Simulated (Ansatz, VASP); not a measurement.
# Two plane-wave programs on BN

POSCAR

```
BN
1.0
    2.5539396017      0.0000000000      0.0000000000
   -1.2769698009      2.2117765748      0.0000000000
    0.0000000000      0.0000000000      4.2268550000
B N
2 2
Direct
    0.6666666667      0.3333333333      0.9997240000
    0.3333333333      0.6666666667      0.4997240000
    0.6666666667      0.3333333333      0.5779594964
    0.3333333333      0.6666666667      0.1252760000
```

Contents of INCAR.step1:

```
SYSTEM = BN
PREC = Accurate ; ENCUT = 910
ISMEAR = 0 ; SIGMA = 0.05
LREAL = .False. ; LASPH = .True.
NELM = 120 ; NBANDS = 16
GGA = PE ; ALGO = Normal
EDIFF = 1E-5 ; LWAVE = .True.
LCHARG = .False. ; GGA_COMPAT = .False.
```

File INCAR.step2:

```
SYSTEM = BN
PREC = Accurate ; ENCUT = 910
EDIFF = 1E-6 ; ISMEAR = 0
SIGMA = 0.05 ; LREAL = .False.
LASPH = .True. ; NELM = 120
ALGO = Normal ; ISIF = 2
LWAVE = .False. ; LCHARG = .False.
METAGGA = R2SCAN ; LMIXTAU = .True.
NBANDS = 16 ; ISTART = 1
GGA_COMPAT = .False.
```

The input KPOINTS:

```
Automatic mesh
0
Gamma
  12 12 6
  0 0 0
```

Input for Ansatz:

```yaml
crystal:
  lattice:
    - [2.5539396017, 0.0, 0.0]
    - [-1.2769698009, 2.2117765748, 0.0]
    - [0.0, 0.0, 4.226855]
  atoms:
    - { symbol: B, position: [0.6666666667, 0.3333333333, 0.999724] }
    - { symbol: B, position: [0.3333333333, 0.6666666667, 0.499724] }
    - { symbol: "N", position: [0.6666666667, 0.3333333333, 0.5779594964] }
    - { symbol: "N", position: [0.3333333333, 0.6666666667, 0.125276] }
basis:
  ecutwfc: 500
kpoints:
  mp_grid: { grid: [12, 12, 6] }
hamiltonian:
  xc: r2scan
scf:
  occupations: { method: gaussian, width: 0.05 }
output:
  forces: true
  stress: true
  eigenvalues: true
```

Alike in both runs: task single point; functional r2SCAN; k mesh 12 × 12 × 6; occupations gaussian, width 0.05 eV; no spin polarisation.

|  | VASP | Ansatz |
| --- | --- | --- |
| version | VASP 6.6.1 | Ansatz 0.2.0 |
| potentials or method | VASP PAW PBE potentials, release 64 (B_h, N_h), cutoff 910 eV | scalar-relativistic, plane waves, PAW |
| valence electrons in the cell | 16 | 16 |

|  | VASP | Ansatz | Ansatz less VASP |
| --- | --- | --- | --- |
| gap on the k mesh at the Fermi level (eV) | 5.80 | 5.80 | +0.007 |
| least direct gap on the mesh (eV) | 7.29 | 7.30 | +0.003 |
| rms of the force components (eV/Å) | 2.115 | 2.115 | +0.0002 |

VASP's potentials were made for PBE, not for r2SCAN. Atom by atom the forces differ by 0.004 eV/Å (rms over components).

Noted on VASP's run: the cutoff is short for stress, so the pressure is rough.
